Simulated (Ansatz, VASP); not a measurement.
# SnSe2: VASP beside Ansatz

```
Sn Se
1.0
     1.89501    1.09409    6.02691
    -1.89501    1.09409    6.02691
     0.00000   -2.18817    6.02691
Sn Se
1 2
Cartesian
  0.0000 0.0000 -0.0041
  0.0000 0.0000 7.7363
  0.0000 0.0000 4.3217
```

Alike in both runs: task single point; functional PBE; dispersion D4; k mesh 6 × 6 × 6; occupations fermi-dirac, width 0.02 eV; no spin polarisation.

```csv
,VASP,Ansatz
version,VASP 6.6.1,Ansatz 0.2.0
potentials or method,"VASP PAW PBE potentials, release 64 (Sn_d, Se)",plane waves
plane-wave cutoff (eV),520,420
valence electrons in the cell,26,46
```

Ansatz gave:

* pressure (GPa): 0.2
* traceless stress, the component that is largest in VASP (GPa): -0.87
* rms of the force components (eV/Å): 0.150

What did VASP give for the same quantities?

Pressure (GPa): 0.3; traceless stress, the component that is largest in VASP (GPa): -0.87; rms of the force components (eV/Å): 0.157.

Atom by atom the forces differ by 0.007 eV/Å (rms over components). VASP's potentials hold 26 valence electrons a cell and Ansatz's 46, so a difference there can come from the potentials and not from the codes.
